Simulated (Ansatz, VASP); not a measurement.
## MgS in VASP and in Ansatz

The input INCAR:

```
  PREC = Accurate
  ENCUT = 520
  EDIFF = 1E-8
  ISMEAR = -1
  SIGMA = 0.03
  LREAL = False
  LASPH = True
  NELM = 80
  ALGO = Normal
  ISIF = 2
  LWAVE = False
  LCHARG = False
  GGA = PS
  LEFG = True
  NBANDS = 11
```

KPOINTS

```
Automatic mesh
0
Gamma
  14 14 14
```

The input POSCAR:

```
MgS
1.0
    0.0000000000      2.6488453500      2.6488453500
    2.6488453500      0.0000000000      2.6488453500
    2.6488453500      2.6488453500      0.0000000000
Mg S
1 1
Direct
    0.0000000000      0.0000000000      0.0000000000
    0.5000000000      0.5000000000      0.5000000000
```

Input for Ansatz:

```yaml
crystal:
  lattice:
    - [0.0, 2.64884535, 2.64884535]
    - [2.64884535, 0.0, 2.64884535]
    - [2.64884535, 2.64884535, 0.0]
  atoms:
    - { symbol: Mg, position: [0.0, 0.0, 0.0] }
    - { symbol: S, position: [0.5, 0.5, 0.5] }
kpoints:
  mp_grid: { grid: [14, 14, 14] }
scf:
  occupations: { method: fermi_dirac, width: 0.03 }
hamiltonian:
  xc: pbesol
  pseudopotentials: { kind: paw }
output:
  forces: true
  stress: true
  eigenvalues: true
  efg: { contact_densities: true }
basis:
  ecutwfc: "44.1 Ry"
```

Alike in both runs: task electric field gradients; functional PBEsol; k mesh 14 × 14 × 14; occupations fermi-dirac, width 0.03 eV; no spin polarisation.

```csv
,VASP,Ansatz
version,VASP 6.6.1,Ansatz 0.2.0
potentials or method,"VASP PAW PBE potentials, release 64 (Mg, S), cutoff 520 eV","PAW with Ansatz's default frozen-core files, scalar-relativistic"
valence electrons in the cell,8,16
```

|  | VASP | Ansatz | Ansatz less VASP |
| --- | --- | --- | --- |
| gap on the k mesh at the Fermi level (eV) | 2.59 | 2.59 | +0.002 |
| pressure (GPa) | -4.7 | -4.5 | +0.20 |

VASP's potentials were made for PBE, not for PBEsol. The functional is the same, so the differences come from potentials, cutoffs and numerics. VASP's potentials hold 8 valence electrons a cell and Ansatz's 16, so a difference there can come from the potentials and not from the codes.
